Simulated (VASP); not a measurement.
CdS: single point with PBEsol

System: CdS, a slab with vacuum.

```
Cd S
1.0
     4.11859    0.00000    0.00000
     0.00000    5.82456    0.00000
     0.00000    0.00000   27.35576
Cd S
7 7
Cartesian
  2.0593 3.2393 7.9693
  0.0000 -0.0836 9.4558
  2.0593 2.8531 11.6520
  0.0000 -0.0872 13.6779
  2.0593 2.8531 15.7038
  0.0000 -0.0836 17.9000
  2.0593 3.2393 19.3865
  0.0000 4.3999 7.3433
  2.0593 1.3750 9.5928
  0.0000 4.3185 11.5888
  2.0593 1.3741 13.6779
  0.0000 4.3185 15.7670
  2.0593 1.3750 17.7630
  0.0000 4.3999 20.0125
```

- Program: VASP 6.6.1
- Task: single point
- Functional: PBEsol
- Potentials or basis: VASP PAW PBE potentials, release 64 (Cd, S)
- Cutoff: 520 eV
- k mesh: 7 × 5 × 1
- Occupations: gaussian, width 0.05 eV
- Spin: no spin polarisation
- Dipole correction: yes
- Further INCAR settings: ALGO = Normal; EDIFF = 1e-07; NBANDS = 76

```
Largest force          : 0.063 eV/Å
Band gap on the k mesh : 1.42 eV
```

Forces on the atoms (eV/Å):
```
Cd   0.000 -0.010 -0.005
Cd   0.000 -0.005  0.002
Cd   0.000  0.004  0.004
Cd   0.000 -0.003  0.000
Cd   0.000  0.004 -0.004
Cd   0.000 -0.005 -0.002
Cd   0.000 -0.010  0.005
S    0.000  0.023 -0.059
S    0.000 -0.012  0.002
S    0.000  0.003 -0.008
S    0.000 -0.001  0.000
S    0.000  0.003  0.008
S    0.000 -0.012 -0.002
S    0.000  0.023  0.059
```

Levels at points of the mesh, in eV from the valence-band top:
| k point | band 59 | band 60 | band 61 | band 62 | band 63 | band 64 | band 65 | band 66 | band 67 | band 68 |
| --- | --- | --- | --- | --- | --- | --- | --- | --- | --- | --- |
| (0.00, 0.00, 0.00) | -0.29 | -0.18 | -0.15 | -0.06 | 0.00 | 1.42 | 2.18 | 3.01 | 3.45 | 3.72 |

Wall time 13 min on 1 thread of Intel(R) Xeon(R) 6975P-C (Granite Rapids), with other jobs on the host, peak memory 0.9 GiB.

Caveat: the PAW data sets were made with another functional, which shifts forces and pressure a little.
